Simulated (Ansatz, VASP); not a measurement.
**One calculation of TiAl, two programs**

The input POSCAR:

```
TiAl
1.0
    3.2208985869      0.0000000000      0.0000000000
    0.0000000000      3.2208985869      0.0000000000
    0.0000000000      0.0000000000      3.2208985869
Ti Al
1 1
Direct
    0.0000000000      0.0000000000      0.0000000000
    0.5000000000      0.5000000000      0.5000000000
```

INCAR.step1

```
SYSTEM = TiAl
PREC     = Accurate       ! precision mode
ENCUT    = 520            ! plane-wave cutoff, eV
ISMEAR   = -1             ! smearing method
SIGMA    = 0.05           ! smearing width, eV
LREAL    = .False.        ! projectors in reciprocal space
LASPH    = .True.         ! aspherical terms in the spheres
NELM     = 60             ! most SCF steps
NBANDS   = 14             ! bands
GGA      = PE             ! functional
ALGO     = Normal         ! electronic algorithm
EDIFF    = 1E-4           ! SCF threshold, eV
LWAVE    = .True.         ! write WAVECAR
LCHARG   = .False.        ! write CHGCAR
```

INCAR.step2

```
SYSTEM = TiAl
PREC     = Accurate       ! precision mode
ENCUT    = 520            ! plane-wave cutoff, eV
EDIFF    = 1E-6           ! SCF threshold, eV
ISMEAR   = -1             ! smearing method
SIGMA    = 0.05           ! smearing width, eV
LREAL    = .False.        ! projectors in reciprocal space
LASPH    = .True.         ! aspherical terms in the spheres
NELM     = 60             ! most SCF steps
ALGO     = Normal         ! electronic algorithm
ISIF     = 2              ! what is computed and relaxed
LWAVE    = .False.        ! write WAVECAR
LCHARG   = .True.         ! write CHGCAR
METAGGA  = R2SCAN         ! meta-GGA
LMIXTAU  = .True.       
LELF     = .True.         ! ELF
LVHAR    = .True.       
NBANDS   = 14             ! bands
ISTART   = 1
```

The input KPOINTS:

```
regular mesh
0
Gamma
  8 8 8
  0 0 0
```

input.yaml

```yaml
crystal:
  lattice:
    - [3.2208985869, 0.0, 0.0]
    - [0.0, 3.2208985869, 0.0]
    - [0.0, 0.0, 3.2208985869]
  atoms:
    - { symbol: Ti, position: [0.0, 0.0, 0.0] }
    - { symbol: Al, position: [0.5, 0.5, 0.5] }
hamiltonian:
  xc: r2scan
  pseudopotentials: { kind: paw }
kpoints:
  mp_grid: { grid: [8, 8, 8] }
scf:
  occupations: { method: fermi_dirac, width: 0.05 }
output:
  forces: true
  stress: true
  eigenvalues: true
```

Alike in both runs: task single point; functional r2SCAN; k mesh 8 × 8 × 8; occupations fermi-dirac, width 0.05 eV; no spin polarisation.

|  | VASP | Ansatz |
| --- | --- | --- |
| version | VASP 6.6.1 | Ansatz 0.2.0 |
| potentials or method | VASP PAW PBE potentials, release 64 (Ti_sv, Al) | Ansatz PAW |
| plane-wave cutoff (eV) | 520 | 500 |
| valence electrons in the cell | 15 | 15 |

Ansatz gave:

```
gap on the k mesh at the Fermi level (eV) : none
pressure (GPa)                            : -5.0
```

Estimate VASP's values.

gap on the k mesh at the Fermi level (eV): none; pressure (GPa): -4.8.

VASP's potentials were made for PBE, not for r2SCAN. A gap of «none» marks a metal or a gap that the smearing closes.
